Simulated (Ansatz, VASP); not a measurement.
**CdCo2Se3 in VASP and in Ansatz**

```
Cd Co Se
1.0
    -2.14422    2.14422    6.64592
     2.14422   -2.14422    6.64592
     2.14422    2.14422   -6.64592
Cd Co Se
1 2 3
Cartesian
  0.0000 0.0000 0.0000
  0.0000 0.0000 8.9761
  0.0000 0.0000 4.3157
  0.0000 2.1442 3.3230
  2.1442 0.0000 3.3230
  0.0000 0.0000 6.6459
```

Alike in both runs: functional PBE; k mesh 10 × 10 × 10; occupations gaussian, width 0.1 eV; collinear spin.

Ansatz relaxed the structure, and its values are those at the end. VASP's run is a single point on that final structure, the one shown.

|  | VASP | Ansatz |
| --- | --- | --- |
| version | VASP 6.6.1 | Ansatz 0.2.0 |
| potentials or method | VASP PAW PBE potentials, release 64 (Cd, Co, Se), cutoff 520 eV | scalar-relativistic, plane waves, PAW |
| valence electrons in the cell | 48 | 102 |

VASP gave:

* gap on the k mesh at the Fermi level (eV): none
* pressure (GPa): 0.2
* net moment per atom (μB): 0.00

Q: Estimate Ansatz's values.

A: gap on the k mesh at the Fermi level (eV): none; pressure (GPa): 0.0; net moment per atom (μB): 0.00.

A gap of «none» marks a metal or a gap that the smearing closes. With one functional, cell and mesh, what is left measures potentials, basis and numerics. VASP's potentials hold 48 valence electrons a cell and Ansatz's 102, so a difference there can come from the potentials and not from the codes. Ansatz's warnings: seeded moment not kept.
